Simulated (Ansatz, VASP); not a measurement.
**BeB2 in VASP and in Ansatz**

```
Be B
1.0
     2.88002    0.00000    0.00000
    -1.44001    2.49417    0.00000
     0.00000    0.00000    2.82856
Be B
1 2
Direct
  0.00000 0.00000 0.00000
  0.33333 0.66667 0.50000
  0.66667 0.33333 0.50000
```

Alike in both runs: task single point; functional LDA; k mesh 11 × 11 × 10; occupations fermi-dirac, width 0.05 eV; no spin polarisation.

|  | VASP | Ansatz |
| --- | --- | --- |
| version | VASP 6.6.1 | Ansatz 0.2.0 |
| potentials or method | VASP PAW LDA potentials, release 64 (Be, B), cutoff 600 eV | plane waves, PAW |
| valence electrons in the cell | 8 | 8 |

Ansatz gave:

| Item | Value |
| --- | --- |
| pressure (GPa) | 3.1 |
| traceless stress, the component that is largest in VASP (GPa) | -4.04 |

Problem. Which values does VASP return?

Solution. Pressure (GPa): 3.4; traceless stress, the component that is largest in VASP (GPa): -4.20.

LDA's correlation is that of Perdew and Zunger in VASP and of Perdew and Wang (1992) in Ansatz.
